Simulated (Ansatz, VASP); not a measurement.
**C in VASP and in Ansatz**

INCAR

```
  ALGO = Normal
  EDIFF = 1E-6
  ENCUT = 520
  GGA = PS
  ISIF = 2
  ISMEAR = 0
  LASPH = T
  LCHARG = F
  LREAL = F
  LWAVE = F
  NBANDS = 16
  NELM = 80
  PREC = Accurate
  SIGMA = 0.15
```

KPOINTS

```
k-points
0
Gamma
  18 18 6
```

POSCAR

```
C
1.0
    2.4587330167      0.0000000000      0.0000000000
   -1.2293665084      2.1293252536      0.0000000000
    0.0000000000      0.0000000000      7.2458067263
C
4
Direct
   -0.2155182712     -0.2000447555      0.0025000000
    0.2155182712      0.2000447555      0.5025000000
    0.1177950008      0.4666032901      0.0025000000
    0.8822049992      0.5333967099      0.5025000000
```

Input for Ansatz:

```yaml
crystal:
  lattice:
    - [2.4587330167, 0.0, 0.0]
    - [-1.2293665084, 2.1293252536, 0.0]
    - [0.0, 0.0, 7.2458067263]
  atoms:
    - { symbol: C, position: [-0.2155182712, -0.2000447555, 0.0025] }
    - { symbol: C, position: [0.2155182712, 0.2000447555, 0.5025] }
    - { symbol: C, position: [0.1177950008, 0.4666032901, 0.0025] }
    - { symbol: C, position: [0.8822049992, 0.5333967099, 0.5025] }
basis:
  ecutwfc: 520.0
kpoints:
  mp_grid: { grid: [18, 18, 6] }
hamiltonian:
  xc: pbesol
  pseudopotentials: { kind: paw, azcp: { folder: soft_1 } }
scf:
  occupations: { method: gaussian, width: 0.15 }
output:
  forces: true
  stress: true
  eigenvalues: true
```

Change from the starting cell: mode 4 frozen in at -0.284 Å and mode 5 at -0.426 Å (largest displacements).

Alike in both runs: task single point; functional PBEsol; k mesh 18 × 18 × 6; occupations gaussian, width 0.15 eV; no spin polarisation.

```csv
,VASP,Ansatz
version,VASP 6.6.1,Ansatz 0.2.0
potentials or method,"VASP PAW PBE potentials, release 64 (C), cutoff 520 eV","scalar-relativistic, plane waves, PAW"
valence electrons in the cell,16,16
```

Ansatz gave:

```
gap on the k mesh at the Fermi level (eV)                     : none
least direct gap on the mesh (eV)                             : 0.00
pressure (GPa)                                                : 0.1
traceless stress, the component that is largest in VASP (GPa) : 0.30
rms of the force components (eV/Å)                            : 0.006
```

Estimate VASP's values.

gap on the k mesh at the Fermi level (eV): none; least direct gap on the mesh (eV): 0.00; pressure (GPa): 0.8; traceless stress, the component that is largest in VASP (GPa): -0.45; rms of the force components (eV/Å): 0.006.

VASP's potentials were made for PBE, not for PBEsol, and Ansatz warns of the same on its side. Atom by atom the forces differ by 0.000 eV/Å (rms over components). A gap of «none» marks a metal or a gap that the smearing closes.

A gap of «none» marks a metal or a gap under the smearing width.
